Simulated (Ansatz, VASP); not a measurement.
## Fe: VASP beside Ansatz

```
Fe
1.0
    -1.44300    1.44300    1.44300
     1.44300   -1.44300    1.44300
     1.44300    1.44300   -1.44300
Fe
1
Direct
  0.00000 0.00000 0.00000
```

Alike in both runs: task relaxation of cell and atoms; functional PBEsol; dispersion D3(BJ); k mesh 13 × 13 × 13; occupations fermi-dirac, width 0.05 eV; collinear spin.

```csv
,VASP,Ansatz
version,VASP 6.6.1,Ansatz 0.2.0
potentials or method,"VASP PAW PBE potentials, release 64 (Fe), cutoff 600 eV","all-electron LAPW, scalar-relativistic"
```

|  | VASP | Ansatz | Ansatz less VASP |
| --- | --- | --- | --- |
| net moment per atom (μB) | 2.03 | 2.02 | -0.010 |
| size of the moment on the site where the two differ most (μB) | 2.01 | 2.06 | +0.050 |
| relaxed volume (Å³/atom) | 10.54 | 10.55 | +0.008 |
| relaxed cell length with the largest relative difference (Å) | 2.392 | 2.393 | +0.0006 |

VASP's potentials were made for PBE, not for PBEsol. Site moments also hang on the region over which each program counts them. Ansatz ran all-electron here, and VASP with PAW potentials.
